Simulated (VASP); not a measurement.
# Ba: relaxation of cell and atoms with RPBE

The system is Ba.

```
Ba
1.0
     0.00000    4.34000    4.34000
     4.34000    0.00000    4.34000
     4.34000    4.34000    0.00000
Ba
2
Cartesian
  8.6800 8.6800 8.6800
  2.1700 2.1700 2.1700
```

This isn't the form of Ba at room conditions, which is bcc.

| Quantity | Value |
| --- | --- |
| Program | VASP 6.6.1 |
| Task | relaxation of cell and atoms |
| Functional | RPBE |
| Potentials or basis | VASP PAW PBE potentials, release 64 (Ba_sv) |
| Cutoff | 500 eV |
| k mesh | 5 × 5 × 5 |
| Occupations | gaussian, width 0.1 eV |
| Spin | no spin polarisation |
| Target pressure | 15 GPa |
| Dipole correction | no |
| Further INCAR settings | ALGO = Normal; EDIFF = 1e-07; IBRION = 2; EDIFFG = -0.03; NSW = 60; ISIF = 3 |

- Relaxed volume: 39.04 Å³/atom
- Relaxed cell: a = 4.797 Å, b = 4.797 Å, c = 4.797 Å, α = 60.00°, β = 60.00°, γ = 60.00°
- Space group after relaxing (to 0.1 Å): Fd-3m (No. 227)
- Energy change on relaxing (the run minimises the enthalpy): +685.0 meV/atom
- Ionic steps: 16
- Pressure after relaxing: 15.0 GPa
- Band gap on the k mesh: zero (bands 10 and 11 overlap by 0.27 eV)

The path:
| step | energy change (eV) | largest force (eV/Å) | pressure (GPa) | volume (Å³) |
| --- | --- | --- | --- | --- |
| 1 | 0.0000 | 0.0000 | 0.22 | 163.49 |
| 2 | 15.3974 | 0.0000 | 175.32 | 42.10 |
| 3 | 0.7341 | 0.0000 | 8.35 | 87.05 |
| 4 | 0.9972 | 0.0000 | 11.11 | 82.69 |
| 5 | 1.4092 | 0.0000 | 15.39 | 77.66 |
| 6 | 1.2877 | 0.0000 | 14.13 | 78.98 |
| 7 | 1.2934 | 0.0000 | 14.19 | 78.92 |
| 8 | 1.3107 | 0.0000 | 14.36 | 78.73 |
| 9 | 1.3110 | 0.0000 | 14.37 | 78.72 |
| 10 | 1.3121 | 0.0000 | 14.42 | 78.71 |
| 11 | 1.3143 | 0.0000 | 14.41 | 78.68 |
| 12 | 1.3187 | 0.0000 | 14.45 | 78.64 |
| 13 | 1.3276 | 0.0000 | 14.54 | 78.54 |
| 14 | 1.3455 | 0.0000 | 14.73 | 78.34 |
| 15 | 1.3818 | 0.0000 | 15.13 | 77.95 |
| 16 | 1.3700 | 0.0000 | 14.98 | 78.08 |

Final structure:
```yaml
crystal:
  lattice:
    - [0.00000, 3.39234, 3.39234]
    - [3.39234, 0.00000, 3.39234]
    - [3.39234, 3.39234, 0.00000]
  atoms:
    - { symbol: Ba, position: [0.00000, 0.00000, 0.00000] }
    - { symbol: Ba, position: [0.25000, 0.25000, 0.25000] }
```

Levels at points of the mesh, in eV from the Fermi level:
```csv
k point,band 7,band 8,band 9,band 10,band 11,band 12,band 13,band 14
"(0.00, 0.00, 0.00)",-12.86,-12.86,-1.73,0.10,0.10,2.14,2.14,2.14
```

Wall time 4.4 min on 1 thread of Intel(R) Xeon(R) Platinum 8488C (Sapphire Rapids), on a shared host, peak memory 0.35 GiB.

Caveat: the cell is relaxed towards a set pressure, so the run minimises the enthalpy, not the energy; the volume moved by over 15 % at a fixed basis, so the end points are rough; the PAW data sets were made with another functional, which shifts forces and pressure a little; spin-orbit coupling is left out, which moves the levels of the heavy elements.
